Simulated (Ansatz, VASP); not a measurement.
## HPbNO4 in VASP and in Ansatz

INCAR

```
SYSTEM = HPbNO4
ALGO = Normal
EDIFF = 1E-6
ENCUT = 520
GGA = RP
ISIF = 2
ISMEAR = -1
LASPH = .TRUE.
LCHARG = .TRUE.
LELF = .TRUE.
LREAL = .FALSE.
LVHAR = .TRUE.
LWAVE = .FALSE.
NBANDS = 31
NELM = 100
PREC = Accurate
SIGMA = 0.05
```

The input KPOINTS:

```
k-points
0
G
  5 4 4
  0 0 0
```

File POSCAR:

```
HPbNO4
1.0
    3.8570700000      0.0017800000     -0.0365800000
    0.1735300000      4.3343600000     -0.0164700000
    0.7580300000      0.8387300000      5.8766200000
H Pb N O
1 1 1 4
Direct
    0.6151100000      0.8955900000      0.1984400000
    0.6459700000      0.4465100000      0.9168500000
    0.7147400000      0.2381000000      0.5005800000
    0.1695800000      0.4700700000      0.7776800000
    0.6291900000      0.9704500000      0.4984500000
    0.5642400000      0.9258300000      0.0384900000
    0.7802200000      0.4225000000      0.3195100000
```

Contents of input.yaml:

```yaml
crystal:
  lattice:
    - [3.85707, 0.00178, -0.03658]
    - [0.17353, 4.33436, -0.01647]
    - [0.75803, 0.83873, 5.87662]
  atoms:
    - { symbol: H, position: [0.61511, 0.89559, 0.19844] }
    - { symbol: Pb, position: [0.64597, 0.44651, 0.91685] }
    - { symbol: "N", position: [0.71474, 0.2381, 0.50058] }
    - { symbol: O, position: [0.16958, 0.47007, 0.77768] }
    - { symbol: O, position: [0.62919, 0.97045, 0.49845] }
    - { symbol: O, position: [0.56424, 0.92583, 0.03849] }
    - { symbol: O, position: [0.78022, 0.4225, 0.31951] }
kpoints:
  mp_grid: { grid: [5, 4, 4] }
  band_path:
    path: [[0.5, 0.0, 0.0], [0.0, 0.0, 0.0], [0.0, 0.5, 0.0]]
    npoints: 12
scf:
  occupations: { method: fermi_dirac, width: 0.05 }
hamiltonian:
  xc: rpbe
  pseudopotentials: { kind: all_electron, lapw: { basis_error: 0.002 } }
output:
  forces: true
  stress: true
  eigenvalues: true
```

Alike in both runs: functional RPBE; k mesh 5 × 4 × 4; occupations fermi-dirac, width 0.05 eV; no spin polarisation.

|  | VASP | Ansatz |
| --- | --- | --- |
| version | VASP 6.6.1 | Ansatz 0.2.0 |
| potentials or method | VASP PAW PBE potentials, release 64 (H, Pb_d, N, O), cutoff 520 eV | all-electron LAPW, scalar-relativistic |
| task | single point | band structure |

Ansatz gave:

```
gap on the k mesh at the Fermi level (eV)                     : 0.26
least direct gap on the mesh (eV)                             : 0.45
pressure (GPa)                                                : 2.7
traceless stress, the component that is largest in VASP (GPa) : 0.61
rms of the force components (eV/Å)                            : 0.100
```

Question: Estimate VASP's values.

Answer: gap on the k mesh at the Fermi level (eV): 0.26; least direct gap on the mesh (eV): 0.45; pressure (GPa): 3.4; traceless stress, the component that is largest in VASP (GPa): 1.23; rms of the force components (eV/Å): 0.299.

VASP's potentials were made for PBE, not for RPBE. Atom by atom the forces differ by 0.222 eV/Å (rms over components). One of these differences is far larger than is usual between the two programs; its cause wasn't traced. Ansatz ran all-electron here, and VASP with PAW potentials.

Spin-orbit coupling is off throughout. Noted on VASP's run: the standard files for N, O and F lose accuracy on very short bonds.
